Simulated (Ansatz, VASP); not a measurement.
**Two plane-wave programs on SnPtSe3**

```xyz
5
Lattice="5.0089 0.0000 0.0000 0.0000 5.0089 0.0000 0.0000 0.0000 5.0089" Properties=species:S:1:pos:R:3 pbc="T T T"
Sn    0.0000    0.0000    0.0000
Pt    2.5044    2.5044    2.5044
Se    2.5044    2.5044    0.0000
Se    0.0000    2.5044    2.5044
Se    2.5044    0.0000    2.5044
```

Change from the starting cell: species swapped into the Tb3InN type (Pm-3m, No. 221).

Alike in both runs: functional PBE; k mesh 8 × 8 × 8; occupations gaussian, width 0.1 eV; no spin polarisation.

Ansatz relaxed the structure, and its values are those at the end. VASP's run is a single point on that final structure, the one shown.

```csv
,VASP,Ansatz
version,VASP 6.6.1,Ansatz 0.2.0
potentials or method,"VASP PAW PBE potentials, release 64 (Sn_d, Pt, Se), cutoff 500 eV","scalar-relativistic, plane waves, PAW"
valence electrons in the cell,42,80
```

|  | VASP | Ansatz | Ansatz less VASP |
| --- | --- | --- | --- |
| gap on the k mesh at the Fermi level (eV) | none | none | - |
| pressure (GPa) | 0.0 | 0.0 | -0.03 |

A gap of «none» marks a metal or a gap that the smearing closes. With one functional, cell and mesh, what is left measures potentials, basis and numerics. VASP's potentials hold 42 valence electrons a cell and Ansatz's 80, so a difference there can come from the potentials and not from the codes.

Neither program's run includes spin-orbit coupling.
